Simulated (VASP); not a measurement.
Set up this calculation in VASP 6.6.1, as the native input.

```
Task                   : relaxation of the atoms
Functional             : PBE
Potentials or basis    : VASP PAW PBE potentials, release 64 (Al)
Cutoff                 : 450 eV
k mesh                 : 12 × 5 × 1
Occupations            : gaussian, width 0.1 eV
Spin                   : no spin polarisation
Dipole correction      : yes
Further INCAR settings : ALGO = Normal; EDIFF = 1e-07; NELMDL = -8; IBRION = 2; EDIFFG = -0.02; NSW = 80
```

The structure of Al lies in POSCAR:

```
Al
1.0
    2.8571513840      0.0000000000      0.0000000000
    0.0000000000      6.9985630087      0.0000000000
    0.0000000000      0.0000000000     25.7222512844
Al
14
Direct
    0.5000000000      0.6666666667      0.2915763444
    0.0000000000      0.3333333333      0.3236415222
    0.5000000000      0.0000000000      0.3557067000
    0.0000000000      0.6666666667      0.3877718778
    0.5000000000      0.3333333333      0.4198370555
    0.0000000000      0.0000000000      0.4519022333
    0.5000000000      0.6666666667      0.4839674111
    0.0000000000      0.3333333333      0.5160325889
    0.5000000000      0.0000000000      0.5480977667
    0.0000000000      0.6666666667      0.5801629445
    0.5000000000      0.3333333333      0.6122281222
    0.0000000000      0.0000000000      0.6442933000
    0.5000000000      0.6666666667      0.6763584778
    0.0000000000      0.3333333333      0.7084236556
```

The input as run:

INCAR

```
ALGO = Normal ; DIPOL = 0.5 0.5 0.500
EDIFF = 1E-7 ; EDIFFG = -0.02
ENCUT = 450 ; GGA = PE
GGA_COMPAT = F ; IBRION = 2
IDIPOL = 3 ; ISIF = 2
ISMEAR = 0 ; KPAR = 4
LASPH = T ; LCHARG = F
LDIPOL = T ; LREAL = F
LWAVE = F ; NELM = 120
NELMDL = -8 ; NELMIN = 4
NSW = 80 ; PREC = Accurate
SIGMA = 0.1
```

KPOINTS

```
k-points
0
Gamma
  12 5 1
```

Potentials or basis: VASP PAW PBE potentials, release 64 (Al).

Command:

```bash
$ cat potpaw_PBE.64/Al/POTCAR > POTCAR
$ mpirun -np 4 vasp_std > vasp.out
```

Results of the run:

| Quantity | Value |
| --- | --- |
| Energy gained by relaxing | 2.5 meV/atom |
| Ionic steps | 8 |
| Largest force after relaxing | 0.017 eV/Å |
| Band gap on the k mesh | zero (bands 21 and 22 overlap by 2.16 eV) |

It took 13 min on 4 MPI ranks on Intel(R) Xeon(R) Platinum 8259CL CPU @ 2.50GHz (Skylake/Cascade Lake) (shared host), peak memory 0.54 GiB a rank.
